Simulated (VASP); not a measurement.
A run of VASP 6.6.1:

Contents of POSCAR:

```
MgO
1.0
    2.6233491278      0.0582383506      0.0000000000
    0.0582383506      2.6233491278      0.0000000000
    0.0000000000      0.0000000000      2.6233491278
Mg O
1 1
Direct
    0.0000000000      0.0000000000      0.0000000000
    0.5000000000      0.5000000000      0.5000000000
```

INCAR.step1

```
SYSTEM = MgO
PREC     = Accurate       ! precision mode
ENCUT    = 750            ! plane-wave cutoff, eV
ISMEAR   = 0              ! smearing method
SIGMA    = 0.01           ! smearing width, eV
LREAL    = .False.        ! projectors in reciprocal space
LASPH    = .True.         ! aspherical terms in the spheres
NELM     = 120            ! most SCF steps
NBANDS   = 15             ! bands
GGA      = PE             ! functional
ALGO     = Normal         ! electronic algorithm
EDIFF    = 1E-5           ! SCF threshold, eV
LWAVE    = .True.         ! write WAVECAR
LCHARG   = .False.        ! write CHGCAR
GGA_COMPAT= .False.
```

Contents of INCAR.step2:

```
SYSTEM = MgO
PREC     = Accurate       ! precision mode
ENCUT    = 750            ! plane-wave cutoff, eV
EDIFF    = 1E-6           ! SCF threshold, eV
ISMEAR   = 0              ! smearing method
SIGMA    = 0.01           ! smearing width, eV
LREAL    = .False.        ! projectors in reciprocal space
LASPH    = .True.         ! aspherical terms in the spheres
NELM     = 120            ! most SCF steps
ALGO     = Normal         ! electronic algorithm
ISIF     = 2              ! what is computed and relaxed
LWAVE    = .False.        ! write WAVECAR
LCHARG   = .False.        ! write CHGCAR
METAGGA  = R2SCAN         ! meta-GGA
LMIXTAU  = .True.       
NBANDS   = 15             ! bands
ISTART   = 1            
GGA_COMPAT= .False.
```

KPOINTS

```
Automatic mesh
0
Gamma
  10 10 10
  0 0 0
```

Potentials or basis: VASP PAW PBE potentials, release 64 (Mg_sv, O).

Command:

```sh
$ cat potpaw_PBE.64/Mg_sv/POTCAR potpaw_PBE.64/O/POTCAR > POTCAR
$ cp INCAR.step1 INCAR
$ mpirun -np 1 vasp_std > vasp.out
$ cp INCAR.step2 INCAR
$ mpirun -np 1 vasp_std > vasp.out
```

Hardware: 1 thread of Intel(R) Xeon(R) 6975P-C (Granite Rapids) (shared host).

**Question.** Estimate the wall time of this run.

**Answer.** Wall time 64 s on 1 thread of Intel(R) Xeon(R) 6975P-C (Granite Rapids) (shared host), peak memory 0.2 GiB. Counts: k points 186.
